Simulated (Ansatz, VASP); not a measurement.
## Two plane-wave programs on SiO2

Contents of INCAR:

```
PREC     = Accurate       # precision mode
ENCUT    = 520            # plane-wave cutoff, eV
EDIFF    = 1E-6           # SCF threshold, eV
ISMEAR   = -1             # smearing method
SIGMA    = 0.05           # smearing width, eV
LREAL    = F              # projectors in reciprocal space
LASPH    = T              # aspherical terms in the spheres
NELM     = 60             # most SCF steps
ALGO     = Normal         # electronic algorithm
ISIF     = 2              # what is computed and relaxed
LWAVE    = F              # write WAVECAR
LCHARG   = F              # write CHGCAR
NBANDS   = 44             # bands
```

Contents of KPOINTS:

```
regular mesh
0
Gamma
  6 6 6
```

POSCAR

```
SiO2
1.0
   -2.6233364600      4.7767535050      4.4416747250
    2.6233364600     -4.7767535050      4.4416747250
    2.6233364600      4.7767535050     -4.4416747250
Si O
4 8
Direct
    0.2603409800      0.8449448900      0.4153960900
    0.0704512000      0.1550551100      0.9153960900
    0.7396590200      0.1550551100      0.5846039100
    0.9295488000      0.8449448900      0.0846039100
    0.5000000000      0.0000000000      0.5000000000
    0.0000000000      0.0000000000      0.0000000000
    0.7931754100      0.0000000000      0.2931754100
    0.2068245900      0.5000000000      0.2068245900
    0.2068245900      0.0000000000      0.7068245900
    0.7931754100      0.5000000000      0.7931754100
    0.8693111300      0.1193111300      0.7500000000
    0.1306888700      0.8806888700      0.2500000000
```

File input.yaml:

```yaml
crystal:
  lattice:
    - [-2.62333646, 4.776753505, 4.441674725]
    - [2.62333646, -4.776753505, 4.441674725]
    - [2.62333646, 4.776753505, -4.441674725]
  atoms:
    - { symbol: Si, position: [0.26034098, 0.84494489, 0.41539609] }
    - { symbol: Si, position: [0.0704512, 0.15505511, 0.91539609] }
    - { symbol: Si, position: [0.73965902, 0.15505511, 0.58460391] }
    - { symbol: Si, position: [0.9295488, 0.84494489, 0.08460391] }
    - { symbol: O, position: [0.5, 0.0, 0.5] }
    - { symbol: O, position: [0.0, 0.0, 0.0] }
    - { symbol: O, position: [0.79317541, 0.0, 0.29317541] }
    - { symbol: O, position: [0.20682459, 0.5, 0.20682459] }
    - { symbol: O, position: [0.20682459, 0.0, 0.70682459] }
    - { symbol: O, position: [0.79317541, 0.5, 0.79317541] }
    - { symbol: O, position: [0.86931113, 0.11931113, 0.75] }
    - { symbol: O, position: [0.13068887, 0.88068887, 0.25] }
hamiltonian:
  xc: lda
  pseudopotentials: { kind: paw }
kpoints:
  mp_grid: { grid: [6, 6, 6] }
  band_path:
    path:
      - [[0.0, 0.0, 0.0], [0.3254019083, -0.3254019083, -0.3254019083], [0.2915581838, -0.3592456328, -0.2915581838], [0.0, -0.5, 0.0], [-0.25, -0.25, -0.25], [0.0, 0.0, -0.5], [-0.3254019083, 0.3254019083, -0.6745980917], [-0.5, 0.5, -0.5], [0.0, 0.0, 0.0], [-0.4661562755, -0.4661562755, 0.4661562755], [-0.5, 0.0, 0.0], [-0.25, -0.25, -0.25]]
      - [[-0.2915581838, -0.6407543672, 0.2915581838], [-0.4661562755, -0.4661562755, 0.4661562755]]
      - [[-0.5338437245, 0.4661562755, -0.4661562755], [-0.5, 0.5, -0.5]]
    npoints: 10
scf:
  occupations: { method: fermi_dirac, width: 0.05 }
  n_extra_bands: 30
output:
  forces: true
  stress: true
  eigenvalues: true
  fatbands: true
```

Alike in both runs: functional LDA; k mesh 6 × 6 × 6; occupations fermi-dirac, width 0.05 eV; no spin polarisation.

|  | VASP | Ansatz |
| --- | --- | --- |
| version | VASP 6.6.1 | Ansatz 0.2.0 |
| potentials or method | VASP PAW LDA potentials, release 64 (Si, O) | Ansatz PAW |
| plane-wave cutoff (eV) | 520 | 420 |
| valence electrons in the cell | 64 | 64 |
| task | single point | band structure |

Ansatz gave:

| Quantity | Value |
| --- | --- |
| gap on the k mesh at the Fermi level (eV) | 5.42 |
| least direct gap on the mesh (eV) | 5.42 |
| pressure (GPa) | -1.2 |
| rms of the force components (eV/Å) | 0.037 |

**Question.** What did VASP give for the same quantities?

**Answer.** gap on the k mesh at the Fermi level (eV): 5.41; least direct gap on the mesh (eV): 5.41; pressure (GPa): -0.8; rms of the force components (eV/Å): 0.020.

LDA's correlation is that of Perdew and Zunger in VASP and of Perdew and Wang (1992) in Ansatz. Atom by atom the forces differ by 0.018 eV/Å (rms over components).
